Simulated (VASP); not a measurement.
Input of a VASP 6.6.1 run:

Contents of INCAR:

```
SYSTEM = Sn
PREC = Accurate ; ENCUT = 520
EDIFF = 1E-6 ; ISMEAR = 0
SIGMA = 0.15 ; LREAL = .False.
LASPH = .True. ; NELM = 60
ALGO = Fast ; ISIF = 2
LWAVE = .False. ; LCHARG = .False.
GGA = PE ; NBANDS = 21
```

The input KPOINTS:

```
regular mesh
0
Gamma
  22 22 22
  0 0 0
```

Contents of POSCAR:

```
Sn
1.0
   -2.8161004410      2.8161004410      1.5759382912
    2.8161004410     -2.8161004410      1.5759382912
    2.8161004410      2.8161004410     -1.5759382912
Sn
2
Direct
    0.7500000000      0.2500000000      0.5000000000
    0.0000000000      0.0000000000      0.0000000000
```

Potentials or basis: VASP PAW PBE potentials, release 64 (Sn_d).

Run with:

```console
$ cat potpaw_PBE.64/Sn_d/POTCAR > POTCAR
$ mpirun -np 1 vasp_std > vasp.out
```

Estimate the band gap on the k mesh.

zero (bands 14 and 15 overlap by 5.15 eV).

Predict the pressure.

8.3 GPa.

Stress tensor (GPa, compression positive):
```
9.43 0.00 0.00
0.00 9.43 0.00
0.00 0.00 6.16
```

Caveat: the cell differs from its parent crystal (strain -0.050 along x and y, -0.025 along z); the cell stands under pressure; spin-orbit coupling is left out, which moves the levels of the heavy elements.
